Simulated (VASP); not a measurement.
NaCl: relaxation of cell and atoms with PBE

The system is NaCl.

```
Na Cl
1.0
     0.00000    2.81000    2.81000
     2.81000    0.00000    2.81000
     2.81000    2.81000    0.00000
Na Cl
1 1
Direct
  0.00000 0.00000 0.00000
  0.50000 0.50000 0.50000
```

```
Program                : VASP 6.6.1
Task                   : relaxation of cell and atoms
Functional             : PBE
Potentials or basis    : VASP PAW PBE potentials, release 64 (Na_pv, Cl)
Cutoff                 : 600 eV
k mesh                 : 8 × 8 × 8
Occupations            : fermi-dirac, width 0.02 eV
Spin                   : no spin polarisation
Dipole correction      : no
Further INCAR settings : ALGO = Normal; EDIFF = 1e-06; IBRION = 2; EDIFFG = -0.01; NSW = 80; ISIF = 3
```

```json
{"Relaxed volume": "23.14 Å³/atom", "Relaxed cell": "a = 4.030 Å, b = 4.030 Å, c = 4.030 Å, α = 60.00°, β = 60.00°, γ = 60.00°", "Space group after relaxing (to 0.1 Å)": "Fm-3m (No. 225)", "Energy gained by relaxing": "2.9 meV/atom", "Ionic steps": "3", "Pressure after relaxing": "0.0 GPa", "Band gap on the k mesh": "4.99 eV"}
```

Step by step:
```tsv
step	energy change (eV)	largest force (eV/Å)	pressure (GPa)	volume (Å³)
1	0.0000	0.0000	1.05	44.38
2	-0.0045	0.0000	0.52	45.32
3	-0.0058	0.0000	0.00	46.28
```

Final structure:
```xyz
2
Lattice="0.0000 2.8496 2.8496 2.8496 0.0000 2.8496 2.8496 2.8496 0.0000" Properties=species:S:1:pos:R:3 pbc="T T T"
Na    0.0000    0.0000    0.0000
Cl    2.8496    2.8496    2.8496
```

Levels at points of the mesh, in eV from the valence-band top:
| k point | band 4 | band 5 | band 6 | band 7 | band 8 | band 9 | band 10 | band 11 |
| --- | --- | --- | --- | --- | --- | --- | --- | --- |
| (0.00, 0.00, 0.00) | -12.59 | 0.00 | 0.00 | 0.00 | 4.99 | 11.09 | 11.09 | 11.09 |
| (0.50, 0.00, 0.00) | -12.28 | -1.83 | -0.25 | -0.25 | 7.22 | 10.37 | 10.89 | 10.89 |
| (0.50, 0.50, 0.00) | -12.24 | -1.58 | -0.57 | -0.57 | 7.44 | 8.10 | 11.10 | 14.50 |

Run time: 14 s on 1 thread of Intel(R) Xeon(R) 6975P-C (Granite Rapids), on a shared host, peak memory 0.17 GiB.

A k mesh can miss the band edges. Zero-point motion and thermal expansion aren't in these numbers.
